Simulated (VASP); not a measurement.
A run of VASP 6.6.1 is set up as follows.

INCAR

```
PREC = Accurate
ENCUT = 500
EDIFF = 1E-7
ISMEAR = -1
SIGMA = 0.15
LREAL = False
LASPH = True
NELM = 120
ALGO = Normal
ISIF = 3
LWAVE = False
LCHARG = False
IBRION = 2
NSW = 80
EDIFFG = -0.001
GGA_COMPAT = False
NELMIN = 4
```

KPOINTS

```
Automatic mesh
0
Gamma
  16 16 16
```

Contents of POSCAR:

```
Rh
1.0
    0.0000000000      1.8770953254      1.8770953254
    1.8770953254      0.0000000000      1.8770953254
    1.8770953254      1.8770953254      0.0000000000
Rh
1
Direct
    0.0000000000      0.0000000000      0.0000000000
```

Potentials or basis: VASP PAW LDA potentials, release 64 (Rh_pv).

Command:

```bash
$ cat potpaw_LDA.64/Rh_pv/POTCAR > POTCAR
$ mpirun -np 1 vasp_std > vasp.out
```

What does it give for the space group after relaxing (to 0.1 Å)?

Fm-3m (No. 225).

Predict the relaxed cell.

a = 2.660 Å, b = 2.660 Å, c = 2.660 Å, α = 60.00°, β = 60.00°, γ = 60.00°.

Predict the relaxed volume.

13.30 Å³/atom.

The path:
```csv
step,energy change (eV),largest force (eV/Å),pressure (GPa),volume (Å³)
1,0.0000,0.0000,1.80,13.23
2,0.0027,0.0000,-4.66,13.51
3,-0.0004,0.0000,0.00,13.30
```
